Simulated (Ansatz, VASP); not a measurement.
Given: the input of a run of Ansatz 0.2.0 on WC.

The input input.yaml:

```yaml
crystal:
  lattice:
    - [2.9065, 0.0, 0.0]
    - [-1.45325, 2.5171028361, 0.0]
    - [0.0, 0.0, 2.8366]
  atoms:
    - { symbol: W, position: [0.0, 0.0, 0.0] }
    - { symbol: C, position: [0.6666666667, 0.3333333333, 0.5] }
hamiltonian:
  xc:
    exchange: pbe
    correlation: pbe
    exx: { coeff: 0.15, omega: 0.2078699 }
  pseudopotentials: { kind: paw }
kpoints:
  mp_grid: { grid: [6, 6, 5] }
scf:
  occupations: { method: fermi_dirac, width: 0.05 }
output:
  forces: true
  stress: true
  eigenvalues: true
```

Potentials or basis: Ansatz PAW.

Command:

```console
$ ansatz run input.yaml --threads 2 --pin off --max-ram 5632MiB --backend cpu --events-out ev --progress --plain --runs-dir out
```

Problem. Translate it to VASP 6.6.1. Potentials there: VASP PAW PBE potentials, release 64 (W_sv, C).

Solution. As run (the cutoff follows the program's own potentials):

POSCAR

```
WC
1.0
    2.9065000000      0.0000000000      0.0000000000
   -1.4532500000      2.5171028361      0.0000000000
    0.0000000000      0.0000000000      2.8366000000
W C
1 1
Direct
    0.0000000000      0.0000000000      0.0000000000
    0.6666666667      0.3333333333      0.5000000000
```

The input INCAR.step1:

```
SYSTEM = WC
PREC = Accurate
ENCUT = 520
EDIFF = 1E-5
ISMEAR = -1
SIGMA = 0.05
LREAL = .False.
LASPH = .True.
NELM = 80
ALGO = Normal
ISIF = 2
LWAVE = .True.
LCHARG = .False.
GGA = PE
NBANDS = 16
```

Contents of INCAR.step2:

```
SYSTEM = WC
PREC = Accurate
ENCUT = 520
EDIFF = 1E-6
ISMEAR = -1
SIGMA = 0.05
LREAL = .False.
LASPH = .True.
NELM = 80
ALGO = Normal
ISIF = 2
LWAVE = .False.
LCHARG = .False.
GGA = PE
LHFCALC = .True.
AEXX = 0.15
HFSCREEN = 0.2078699
PRECFOCK = Normal
ISTART = 1
NBANDS = 16
```

File KPOINTS:

```
regular mesh
0
Gamma
  6 6 5
  0 0 0
```

Potentials or basis: VASP PAW PBE potentials, release 64 (W_sv, C).

Run with:

```bash
$ cat potpaw_PBE.64/W_sv/POTCAR potpaw_PBE.64/C/POTCAR > POTCAR
$ cp INCAR.step1 INCAR
$ mpirun -np 1 vasp_std > vasp.out
$ cp INCAR.step2 INCAR
$ mpirun -np 1 vasp_std > vasp.out
```

Both were run:

|  | VASP | Ansatz | Ansatz less VASP |
| --- | --- | --- | --- |
| gap on the k mesh at the Fermi level (eV) | none | none | - |
| pressure (GPa) | 0.8 | 0.1 | -0.62 |
| traceless stress, the component that is largest in VASP (GPa) | -2.62 | -2.75 | -0.134 |

VASP's potentials were made for PBE, not for PBE-based screened hybrid. A gap of «none» marks a metal or a gap that the smearing closes.

The k mesh is coarse, so the values compare programs but aren't converged. Neither program's run includes spin-orbit coupling.
